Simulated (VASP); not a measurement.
# Zn17CuS18 (a cell with a defect) (Wurtzite-6H) in VASP: electric field gradients with revPBE

Aim: the electric field gradients of Zn17CuS18 (a cell with a defect) (Wurtzite-6H) with revPBE.

Program: VASP 6.6.1. These are calculated values, not measurements. Logs are shortened: lines on timing, memory, paths and dates and some standing lists are left out, and cuts for length are marked.

## Step 1: The cell of the first run

The cell holds a defect, 36 atoms: a = 6.603 Å, b = 6.603 Å, c = 18.690 Å, α = 90.00°, β = 90.00°, γ = 120.00°.

## Step 2: Electric field gradients, revPBE

The input, INCAR:

```
SYSTEM = Zn17CuS18
  PREC = Accurate
  ENCUT = 520
  EDIFF = 1E-8
  ISMEAR = -1
  SIGMA = 0.01
  LREAL = Auto
  LASPH = .True.
  NELM = 80
  ALGO = Normal
  ISIF = 2
  LWAVE = .False.
  LCHARG = .False.
  GGA = RE
  LEFG = .True.
  NELECT = 324.0
  NBANDS = 186
  KPAR = 4
```

The input, KPOINTS:

```
Automatic mesh
0
Gamma
  4 4 1
  0 0 0
```

The input, POSCAR:

```
Zn17CuS18
1.0
    5.7180000000      3.3012888392      0.0000000000
   -5.7180000000      3.3012888392      0.0000000000
    0.0000000000      0.0000000000     18.6899900000
Zn Cu S
17 1 18
Direct
    0.0000000000      0.0000000000      0.0000000000
    0.3333333333      0.6666666667      0.0000000000
    0.6666666667      0.3333333333      0.0000000000
    0.0000000000      0.0000000000      0.5000000000
    0.3333333333      0.6666666667      0.5000000000
    0.6666666667      0.3333333333      0.5000000000
    0.3333333333      0.3333333334      0.1666700000
    0.6666666667      0.0000000000      0.1666700000
    0.0000000000      0.6666666667      0.1666700000
    0.3333333333      1.0000000000      0.6666700000
    0.6666666667      0.6666666666      0.6666700000
    0.0000000000      0.3333333333      0.6666700000
    0.6666666667      0.6666666666      0.3333300000
    0.0000000000      0.3333333333      0.3333300000
    0.3333333333      0.3333333334      0.8333300000
    0.6666666667      0.0000000000      0.8333300000
    0.0000000000      0.6666666667      0.8333300000
    0.3333333333      1.0000000000      0.3333300000
    0.0000000000      0.0000000000      0.1250000000
    0.3333333333      0.6666666667      0.1250000000
    0.6666666667      0.3333333333      0.1250000000
    0.0000000000      0.0000000000      0.6250000000
    0.3333333333      0.6666666667      0.6250000000
    0.6666666667      0.3333333333      0.6250000000
    0.3333333333      0.3333333334      0.2916700000
    0.6666666667      0.0000000000      0.2916700000
    0.0000000000      0.6666666667      0.2916700000
    0.3333333333      1.0000000000      0.7916700000
    0.6666666667      0.6666666666      0.7916700000
    0.0000000000      0.3333333333      0.7916700000
    0.3333333333      1.0000000000      0.4583300000
    0.6666666667      0.6666666666      0.4583300000
    0.0000000000      0.3333333333      0.4583300000
    0.3333333333      0.3333333334      0.9583300000
    0.6666666667      0.0000000000      0.9583300000
    0.0000000000      0.6666666667      0.9583300000
```

Potentials or basis: VASP PAW PBE potentials, release 64 (Zn, Cu, S).

Command:

```sh
> cat potpaw_PBE.64/Zn/POTCAR potpaw_PBE.64/Cu/POTCAR potpaw_PBE.64/S/POTCAR > POTCAR
> mpirun -np 4 vasp_std > vasp.out
```

OUTCAR:

```text
SYSTEM = Zn17CuS18
   PREC = Accurate
   ENCUT = 520
   EDIFF = 1E-8
   ISMEAR = -1
   LREAL = Auto
   LASPH = .True.
   NELM = 80
   ISIF = 2
   GGA = RE
   NELECT = 324.0

 ion  position               nearest neighbor table
   1  0.000  0.000  0.000-  35 2.33  36 2.33  34 2.33  19 2.34
   2  0.333  0.667  0.000-  36 2.33  34 2.33  35 2.33  20 2.34
   3  0.667  0.333  0.000-  35 2.33  36 2.33  34 2.33  21 2.34
   4  0.000  0.000  0.500-  31 2.33  33 2.33  32 2.33  22 2.34
   5  0.333  0.667  0.500-  31 2.33  33 2.33  32 2.33  23 2.34
   6  0.667  0.333  0.500-  33 2.33  32 2.33  31 2.33  24 2.34
[... 28 lines left out ...]
  35  0.667  0.000  0.958-   1 2.33   3 2.33   2 2.33  16 2.34
  36  0.000  0.667  0.958-   1 2.33   2 2.33   3 2.33  17 2.34

  LATTYP: Found a hexagonal cell.
 ALAT       =     6.6025776784
 C/A-ratio  =     2.8307111117

  Lattice vectors:

 A1 = (   5.7180000000,   3.3012888392,   0.0000000000)
 A2 = (  -5.7180000000,   3.3012888392,   0.0000000000)
 A3 = (   0.0000000000,   0.0000000000,  18.6899900000)

Analysis of symmetry for initial positions (statically):
=====================================================================
 Subroutine PRICEL returns:
 Original cell was already a primitive cell.

 Routine SETGRP: Setting up the symmetry group for a
 hexagonal supercell.

 Subroutine GETGRP returns: Found  6 space group operations
 (whereof  2 operations were pure point group operations)
 out of a pool of 24 trial point group operations.

The static configuration has the point symmetry C_1h.
 The point group associated with its full space group is C_3v.

Analysis of symmetry for dynamics (positions and initial velocities):
=====================================================================
 Subroutine PRICEL returns:
 Original cell was already a primitive cell.

 Routine SETGRP: Setting up the symmetry group for a
 hexagonal supercell.
[... 211 lines left out ...]
      2     -10.9557      2.00000
      3     -10.6642      2.00000
      4     -10.3433      2.00000
      5     -10.3313      2.00000
      6     -10.3269      2.00000
[... 697 lines left out ...]
    173       6.4591      0.00000
    174       6.4923      0.00000
 [bands above 174 left out]

------------------------ aborting loop because EDIFF is reached ----------------------------------------

  FORCE on cell =-STRESS in cart. coord.  units (eV):
  Direction    XX          YY          ZZ          XY          YZ          ZX
  --------------------------------------------------------------------------------------
  -------------------------------------------------------------------------------------
  Total       25.1847874     25.1847874     24.5434500      0.0000000      0.0000000      0.0000000
  in kB       57.1850008     57.1850008     55.7287694      0.0000000      0.0000000      0.0000000
  external PRESSURE =      56.6995904 kB  Pullay stress =       0.0000000 kB

 VOLUME and BASIS-vectors are now :
 -----------------------------------------------------------------------------
  energy-cutoff  :      520.00
  volume of cell :      705.61
      direct lattice vectors                 reciprocal lattice vectors
     5.718000000  3.301288839  0.000000000     0.087443162  0.151455999  0.000000000
    -5.718000000  3.301288839  0.000000000    -0.087443162  0.151455999  0.000000000
     0.000000000  0.000000000 18.689990000     0.000000000  0.000000000  0.053504577

 POSITION                                       TOTAL-FORCE (eV/Angst)
 -----------------------------------------------------------------------------------
      0.00000      0.00000      0.00000         0.006426      0.003710      0.355381
     -1.90600      3.30129      0.00000        -0.006426      0.003710      0.355381
      1.90600      3.30129      0.00000        -0.000000     -0.007420      0.355381
      0.00000      0.00000      9.34500         0.209835      0.121148     -0.446295
     -1.90600      3.30129      9.34500        -0.209835      0.121148     -0.446295
      1.90600      3.30129      9.34500        -0.000000     -0.242297     -0.446295
[... 28 lines left out ...]
      3.81200      2.20086     17.91118         0.002957      0.001707     -0.246676
     -3.81200      2.20086     17.91118        -0.000000     -0.003415     -0.246676
 -----------------------------------------------------------------------------------
    total drift:                                0.000032      0.000004      0.000739

  FREE ENERGIE OF THE ION-ELECTRON SYSTEM (eV)
  ---------------------------------------------------
  free  energy   TOTEN  =      -110.3777212908 eV

  energy  without entropy=     -110.3777212908  energy(sigma->0) =     -110.37772129

 Electric field gradients (V/A^2)
---------------------------------------------------------------------
 ion       V_xx      V_yy      V_zz      V_xy      V_xz      V_yz
---------------------------------------------------------------------
   1       5.787     5.810   -11.597    -0.036    -0.196    -0.113
   2       5.780     5.824   -11.604     0.036     0.196    -0.113
   3       5.842     5.762   -11.604    -0.000    -0.000     0.226
   4      -8.742    -3.735    12.477    -4.352     0.581     0.335
   5      -8.749    -3.721    12.470     4.352    -0.581     0.335
   6      -1.211   -11.259    12.470     0.000    -0.000    -0.671
[... 28 lines left out ...]
  35      -0.668    -0.686     1.354     0.017     0.163     0.095
  36      -0.697    -0.657     1.354     0.000    -0.000    -0.187
---------------------------------------------------------------------

 Electric field gradients after diagonalization (V/A^2)
 (convention: |V_zz| > |V_xx| > |V_yy|)
----------------------------------------------------------------------
 ion       V_xx      V_yy      V_zz     asymmetry (V_yy - V_xx)/ V_zz
----------------------------------------------------------------------
   1       5.836     5.764   -11.600       0.006
   2       5.844     5.763   -11.607       0.007
   3       5.842     5.765   -11.607       0.007
   4     -11.278    -1.218    12.496       0.805
   5     -11.280    -1.209    12.489       0.806
   6     -11.278    -1.211    12.489       0.806
[... 28 lines left out ...]
  35      -0.696    -0.675     1.372       0.016
  36      -0.697    -0.674     1.371       0.017
----------------------------------------------------------------------

           NMR quadrupolar parameters

 Cq : quadrupolar parameter    Cq=e*Q*V_zz/h
 eta: asymmetry parameters     (V_yy - V_xx)/ V_zz
 Q  : nuclear electric quadrupole moment in mb (millibarn)
----------------------------------------------------------------------
 ion       Cq(MHz)       eta       Q (mb)
----------------------------------------------------------------------
   1      -0.028       0.006       1.000
   2      -0.028       0.007       1.000
   3      -0.028       0.007       1.000
   4       0.030       0.805       1.000
   5       0.030       0.806       1.000
   6       0.030       0.806       1.000
[... 28 lines left out ...]
  35       0.003       0.016       1.000
  36       0.003       0.017       1.000
----------------------------------------------------------------------
```

OSZICAR:

```text
N       E                     dE             d eps       ncg     rms          rms(c)
DAV:   1     0.338894948119E+04    0.33889E+04   -0.14072E+05  1488   0.211E+03
DAV:   2     0.587478623164E+03   -0.28015E+04   -0.27236E+04  1488   0.548E+02
DAV:   3    -0.460800474164E+02   -0.63356E+03   -0.60203E+03  1576   0.216E+02
DAV:   4    -0.114815567165E+03   -0.68736E+02   -0.67868E+02  1720   0.716E+01
[... 18 lines left out ...]
DAV:  23    -0.110377721540E+03    0.75088E-07   -0.84838E-08  1752   0.132E-03    0.148E-03
DAV:  24    -0.110377721270E+03    0.26937E-06   -0.86423E-08  1728   0.224E-03    0.525E-04
DAV:  25    -0.110377721253E+03    0.16953E-07   -0.43600E-08  1360   0.107E-03    0.549E-04
DAV:  26    -0.110377721285E+03   -0.31294E-07   -0.77120E-09   952   0.585E-04    0.289E-04
DAV:  27    -0.110377721291E+03   -0.62282E-08   -0.20182E-09   888   0.192E-04
   1 F= -.11037772E+03 E0= -.11037772E+03  d E =-.223442E-10
```

stdout:

```text
POSCAR found type information on POSCAR ZnCuS
 POSCAR found :  3 types and      36 ions
 scaLAPACK will be used
 -----------------------------------------------------------------------------
[... 28 lines left out ...]
     0.0000645    -0.0002127    -0.0041292    -0.1953992    -0.0071519    -0.0001228
     0.0000888    -0.0002127    -0.0041292    -0.1953992    -0.0071519    -0.0001228
     0.0001223    -0.0002127    -0.0041292    -0.1953992    -0.0071519    -0.0001228
[... 114 lines left out ...]
ion  20
     0.0000369    -0.0496312    -0.0307219    -0.6627205     0.0532119     0.0286546
     0.0000508    -0.0496312    -0.0307219    -0.6627205     0.0532119     0.0286546
     0.0000700    -0.0496312    -0.0307219    -0.6627205     0.0532119     0.0286546
     0.0000964    -0.0496312    -0.0307219    -0.6627205     0.0532119
```

Run time: 14 min. Hardware: 4 MPI ranks of AMD EPYC 7R43 (Zen 3), shared host; peak memory 0.89 GiB.

Results:

```
Free energy   : -110.3777 eV
Largest force : 0.659 eV/Å
```

Forces on the atoms (eV/Å):
```
Zn   0.006  0.004  0.355
Zn  -0.006  0.004  0.355
Zn   0.000 -0.007  0.355
Zn   0.210  0.121 -0.446
Zn  -0.210  0.121 -0.446
Zn   0.000 -0.242 -0.446
Zn  -0.014  0.008  0.659
Zn   0.014  0.008  0.659
Zn   0.000 -0.017  0.659
Zn   0.000  0.000 -0.206
Zn   0.000  0.000 -0.156
Zn   0.000  0.000 -0.156
Zn   0.000  0.000 -0.536
Zn   0.000  0.000 -0.536
Zn  -0.004  0.002  0.092
Zn   0.004  0.002  0.092
Zn   0.000 -0.005  0.092
Cu   0.000  0.000 -0.100
S    0.032  0.019 -0.431
S   -0.032  0.019 -0.431
S    0.000 -0.037 -0.431
S   -0.043 -0.025  0.370
S    0.043 -0.025  0.370
S    0.000  0.050  0.370
S    0.156 -0.090 -0.050
S   -0.156 -0.090 -0.050
S    0.000  0.180 -0.050
S    0.000  0.000  0.046
S    0.000  0.000  0.061
S    0.000  0.000  0.061
S    0.000  0.000  0.020
S    0.000  0.000  0.298
S    0.000  0.000  0.298
S   -0.003  0.002 -0.247
S    0.003  0.002 -0.247
S    0.000 -0.003 -0.247
```

Electric field gradients, principal values (V/Å²):
| atom | least | middle | greatest (by size) |
| --- | --- | --- | --- |
| 1 Zn | 5.764 | 5.836 | -11.600 |
| 2 Zn | 5.763 | 5.844 | -11.607 |
| 3 Zn | 5.765 | 5.842 | -11.607 |
| 4 Zn | -1.218 | -11.278 | 12.496 |
| 5 Zn | -1.209 | -11.280 | 12.489 |
| 6 Zn | -1.211 | -11.278 | 12.489 |
| 7 Zn | 6.012 | 8.130 | -14.143 |
| 8 Zn | 6.015 | 8.124 | -14.139 |
| 9 Zn | 6.008 | 8.131 | -14.139 |
| 10 Zn | -3.008 | -3.016 | 6.024 |
| 11 Zn | -3.213 | -3.215 | 6.428 |
| 12 Zn | -3.212 | -3.220 | 6.432 |
| 13 Zn | -7.582 | -7.585 | 15.167 |
| 14 Zn | -7.581 | -7.589 | 15.171 |
| 15 Zn | 1.061 | 1.287 | -2.348 |
| 16 Zn | 1.055 | 1.289 | -2.344 |
| 17 Zn | 1.062 | 1.283 | -2.344 |
| 18 Cu | -6.256 | -6.261 | 12.516 |
| 19 S | -4.996 | -6.914 | 11.910 |
| 20 S | -4.997 | -6.914 | 11.910 |
| 21 S | -4.997 | -6.914 | 11.910 |
| 22 S | 5.348 | 5.935 | -11.283 |
| 23 S | 5.348 | 5.934 | -11.282 |
| 24 S | 5.348 | 5.934 | -11.282 |
| 25 S | 2.162 | 33.038 | -35.200 |
| 26 S | 2.162 | 33.038 | -35.200 |
| 27 S | 2.161 | 33.038 | -35.199 |
| 28 S | 3.079 | 3.080 | -6.160 |
| 29 S | 3.390 | 3.390 | -6.780 |
| 30 S | 3.389 | 3.390 | -6.780 |
| 31 S | 15.956 | 15.957 | -31.912 |
| 32 S | 2.776 | 2.776 | -5.552 |
| 33 S | 2.776 | 2.777 | -5.552 |
| 34 S | -0.675 | -0.697 | 1.372 |
| 35 S | -0.675 | -0.696 | 1.372 |
| 36 S | -0.674 | -0.697 | 1.371 |

Caveat: the cell carries a net charge on a neutralising background, which shifts energy and pressure; the cell is charged against a uniform background, so pressure and absolute levels hang on convention; without QUAD_EFG the Cq values of the log hold for a quadrupole moment of 1 mb, not for the nuclei; the PAW data sets were made with another functional, which shifts forces and pressure a little.
